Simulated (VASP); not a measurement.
A run of VASP 6.6.1 is set up as follows.

INCAR

```
SYSTEM = BeBPd3
  PREC = Accurate
  ENCUT = 520
  EDIFF = 1E-6
  ISMEAR = -1
  SIGMA = 0.15
  LREAL = .False.
  LASPH = .True.
  NELM = 100
  ALGO = Normal
  ISIF = 2
  LWAVE = .False.
  LCHARG = .False.
  GGA = PE
  NBANDS = 26
```

KPOINTS

```
regular mesh
0
Gamma
  10 10 10
  0 0 0
```

POSCAR

```
BeBPd3
1.0
    4.0908081487      0.0000000000      0.0000000000
    0.0000000000      4.0908081487      0.0000000000
    0.0000000000      0.0000000000      4.0908081487
Be B Pd
1 1 3
Direct
    0.5000000000      0.5000000000      0.5000000000
    0.0000000000      0.0000000000      0.0000000000
    0.5000000000      0.0000000000      0.0000000000
    0.0000000000      0.5000000000      0.0000000000
    0.0000000000      0.0000000000      0.5000000000
```

Potentials or basis: VASP PAW PBE potentials, release 64 (Be, B, Pd).

The run is started by

```sh
$ cat potpaw_PBE.64/Be/POTCAR potpaw_PBE.64/B/POTCAR potpaw_PBE.64/Pd/POTCAR > POTCAR
$ mpirun -np 1 vasp_std > vasp.out
```

(1) What does it give for the pressure?

Answers

(1) 0.0 GPa.
